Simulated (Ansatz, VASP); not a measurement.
One calculation of CO, two programs

```xyz
8
Lattice="5.9526 0.0000 0.0000 0.0000 5.9526 0.0000 0.0000 0.0000 5.9526" Properties=species:S:1:pos:R:3 pbc="T T T"
C     5.7422    5.7422    5.7422
C     3.1868    0.2104    2.7659
C     2.7659    3.1868    0.2104
C     0.2104    2.7659    3.1868
O     0.4435    0.4435    0.4435
O     2.5328    5.5091    3.4199
O     3.4199    2.5328    5.5091
O     5.5091    3.4199    2.5328
```

Alike in both runs: functional PBEsol; k mesh 4 × 4 × 4; occupations gaussian, width 0.02 eV; no spin polarisation.

Ansatz relaxed the structure, and its values are those at the end. VASP's run is a single point on that final structure, the one shown.

|  | VASP | Ansatz |
| --- | --- | --- |
| version | VASP 6.6.1 | Ansatz 0.2.0 |
| potentials or method | VASP PAW PBE potentials, release 64 (C, O), cutoff 520 eV | scalar-relativistic, plane waves, PAW |
| valence electrons in the cell | 40 | 40 |

|  | VASP | Ansatz | Ansatz less VASP |
| --- | --- | --- | --- |
| gap on the k mesh at the Fermi level (eV) | 6.18 | 6.18 | +0.002 |
| least direct gap on the mesh (eV) | 6.18 | 6.18 | +0.002 |
| pressure (GPa) | 1.1 | 0.0 | -1.05 |
| rms of the force components (eV/Å) | 0.599 | 0.001 | -0.5977 |

VASP's potentials were made for PBE, not for PBEsol. One of these differences is far larger than is usual between the two programs; its cause wasn't traced.

Noted on VASP's run: the standard files for N, O and F lose accuracy on very short bonds.
